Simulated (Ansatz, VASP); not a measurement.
# InSb3: VASP beside Ansatz

```
In Sb
1.0
     0.00000    3.79455    3.79455
     3.79455    0.00000    3.79455
     3.79455    3.79455    0.00000
In Sb
1 3
Direct
  0.00000 0.00000 0.00000
  0.25000 0.25000 0.25000
  0.75000 0.75000 0.75000
  0.50000 0.50000 0.50000
```

Alike in both runs: task single point; functional PBE; k mesh 1 × 1 × 1; no spin polarisation.

```csv
,VASP,Ansatz
version,VASP 6.6.1,Ansatz 0.2.0
potentials or method,"VASP PAW PBE potentials, release 64 (In_d, Sb), cutoff 500 eV","scalar-relativistic, plane waves, PAW"
occupations,"methfessel-paxton of order 1, width 0.015 eV","cold, width 0.015 eV"
valence electrons in the cell,28,58
```

```csv
,VASP,Ansatz,Ansatz less VASP
pressure (GPa),20.7,20.6,-0.13
```

VASP's potentials hold 28 valence electrons a cell and Ansatz's 58, so a difference there can come from the potentials and not from the codes.

The k mesh is coarse, so the values compare programs but aren't converged. Neither program's run includes spin-orbit coupling.
